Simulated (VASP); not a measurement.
SrCa:

```
CELL_PARAMETERS angstrom
4.63000 0.00000 0.00000
0.00000 4.63000 0.00000
0.00000 0.00000 4.63000
ATOMIC_POSITIONS crystal
Sr 0.00000 0.00000 0.00000
Ca 0.50000 0.50000 0.50000
```

| Item | Value |
| --- | --- |
| Program | VASP 6.6.1 |
| Task | relaxation of cell and atoms |
| Functional | LDA |
| Potentials or basis | VASP PAW LDA potentials, release 64 (Sr_sv, Ca_sv) |
| Cutoff | 600 eV |
| k mesh | 5 × 5 × 5 |
| Occupations | methfessel-paxton, width 0.05 eV |
| Spin | no spin polarisation |

At the start: pressure -2.1 GPa; volume 49.63 Å³/atom.

Task: Where does the relaxation end?

Result: Over 4 steps the energy falls by 58.2 meV/atom and the volume is 41.99 Å³/atom (-15.4 %); space group Pm-3m (No. 221, to 0.05 Å).

The path:
| step | energy change (eV) | largest force (eV/Å) | pressure (GPa) | volume (Å³) |
| --- | --- | --- | --- | --- |
| 1 | 0.0000 | 0.0000 | -2.11 | 99.25 |
| 2 | -0.0946 | 0.0000 | -1.08 | 90.14 |
| 3 | -0.1156 | 0.0000 | -0.22 | 85.17 |
| 4 | -0.1164 | 0.0000 | 0.03 | 83.99 |

Final structure:
```yaml
crystal:
  lattice:
    - [4.37930, 0.00000, 0.00000]
    - [0.00000, 4.37930, 0.00000]
    - [0.00000, 0.00000, 4.37930]
  atoms:
    - { symbol: Sr, position: [0.00000, 0.00000, 0.00000] }
    - { symbol: Ca, position: [0.50000, 0.50000, 0.50000] }
```

Caveat: the volume moved by over 15 % at a fixed basis, so the end points are rough.
